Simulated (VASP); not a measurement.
Li: elastic constants with LDA

Li:

```xyz
1
Lattice="0.0000 2.1161 2.1161 2.1161 0.0000 2.1161 2.1161 2.1161 0.0000" Properties=species:S:1:pos:R:3 pbc="T T T"
Li    0.0000    0.0000    0.0000
```

This isn't the form of Li at room conditions, which is bcc.

```yaml
Program: VASP 6.6.1
Task: elastic constants
Functional: LDA
Potentials_or_basis: VASP PAW LDA potentials, release 64 (Li_sv)
Cutoff: 600 eV
k_mesh: 22 × 22 × 22
Occupations: fermi-dirac, width 0.1 eV
Spin: no spin polarisation
Dipole_correction: no
Ions_in_elastic_constants: relaxed
Further_INCAR_settings: ALGO = Normal; EDIFF = 1e-08; NBANDS = 8; IBRION = 6; POTIM = 0.015; NSW = 1; ISIF = 3
```

```
Elastic constants C11, C12, C44 : 17, 13, 11 GPa
Voigt bulk modulus              : 14 GPa
```

Elastic tensor in Voigt notation (GPa, in the Cartesian axes of the cell as first typed):
```
17 13 13  0  0  0
13 17 13  0  0  0
13 13 17  0  0  0
 0  0  0 11  0  0
 0  0  0  0 11  0
 0  0  0  0  0 11
```

Clamped-ion elastic tensor (GPa):
```
17 13 13  0  0  0
13 17 13  0  0  0
13 13 17  0  0  0
 0  0  0 11  0  0
 0  0  0  0 11  0
 0  0  0  0  0 11
```

Wall time 43 min on 1 thread of Intel Xeon 8259CL, on a shared host, peak memory 0.74 GiB.

Caveat: the cutoff is under 1.25 times the usual one of these potentials, so pressure, stress and relaxed cells hold a basis-set (Pulay) error.
